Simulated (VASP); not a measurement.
A run of VASP 6.6.1 is set up as follows.

The input POSCAR:

```
Al
1.0
    2.7670852347      0.0000000000      0.0000000000
   -1.3835426173      2.3963661077      0.0000000000
    0.0000000000      0.0000000000      5.0277556248
Al
2
Direct
    0.6666666667      0.3333333333      0.7500000000
    0.3333333333      0.6666666667      0.2500000000
```

The input INCAR.step1:

```
SYSTEM = Al
PREC = Accurate
ENCUT = 520
ISMEAR = 0
SIGMA = 0.15
LREAL = .False.
LASPH = .True.
NELM = 100
NBANDS = 10
GGA = PE
ALGO = Normal
EDIFF = 1E-4
LWAVE = .True.
LCHARG = .False.
```

INCAR.step2

```
SYSTEM = Al
PREC = Accurate
ENCUT = 520
EDIFF = 1E-6
ISMEAR = 0
SIGMA = 0.15
LREAL = .False.
LASPH = .True.
NELM = 100
ALGO = Normal
ISIF = 2
LWAVE = .False.
LCHARG = .True.
METAGGA = R2SCAN
LMIXTAU = .True.
LELF = .True.
LVHAR = .True.
NBANDS = 10
ISTART = 1
```

File KPOINTS:

```
Automatic mesh
0
Gamma
  24 24 12
  0 0 0
```

Potentials or basis: VASP PAW PBE potentials, release 64 (Al).

Command:

```sh
$ cat potpaw_PBE.64/Al/POTCAR > POTCAR
$ cp INCAR.step1 INCAR
$ mpirun -np 1 vasp_std > vasp.out
$ cp INCAR.step2 INCAR
$ mpirun -np 1 vasp_std > vasp.out
```

Problem. Predict the band gap on the k mesh.

Solution. Zero (band 3 reaches 11.31 eV, above the bottom of band 4 at 4.84 eV).

Problem. Predict the pressure.

Solution. -2.4 GPa.

Stress tensor (GPa, compression positive):
```
-0.01  0.00  0.00
 0.00 -0.01  0.00
 0.00  0.00 -7.04
```

Caveat: the PAW data sets were made with another functional, which shifts forces and pressure a little.
